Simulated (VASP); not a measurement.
Here is a VASP 6.6.1 calculation.

File INCAR:

```
SYSTEM = SiC
PREC = Accurate
ENCUT = 520
EDIFF = 1E-6
ISMEAR = 0
SIGMA = 0.05
LREAL = .FALSE.
LASPH = .TRUE.
NELM = 100
ALGO = Normal
ISIF = 2
LWAVE = .FALSE.
LCHARG = .FALSE.
GGA = PE
NBANDS = 11
```

The input KPOINTS:

```
regular mesh
0
G
  12 12 12
  0 0 0
```

The input POSCAR:

```
SiC
1.0
    0.0000000000      2.2219036220      2.2219036220
    2.2219036220      0.0000000000      2.2219036220
    2.2949301877      2.2949301877     -0.0730265657
Si C
1 1
Direct
    0.0000000000      0.0000000000      0.0000000000
    0.7500000000      0.7500000000      0.7500000000
```

Potentials or basis: VASP PAW PBE potentials, release 64 (Si, C).

Launch:

```sh
$ cat potpaw_PBE.64/Si/POTCAR potpaw_PBE.64/C/POTCAR > POTCAR
$ mpirun -np 1 vasp_std > vasp.out
```

Question: Predict the pressure.

Answer: -15.7 GPa.

Question: Predict the largest force.

Answer: 0.090 eV/Å.

Stress tensor (GPa, compression positive):
```
-15.70  -6.35   6.35
 -6.35 -15.70   6.35
  6.35   6.35 -15.70
```
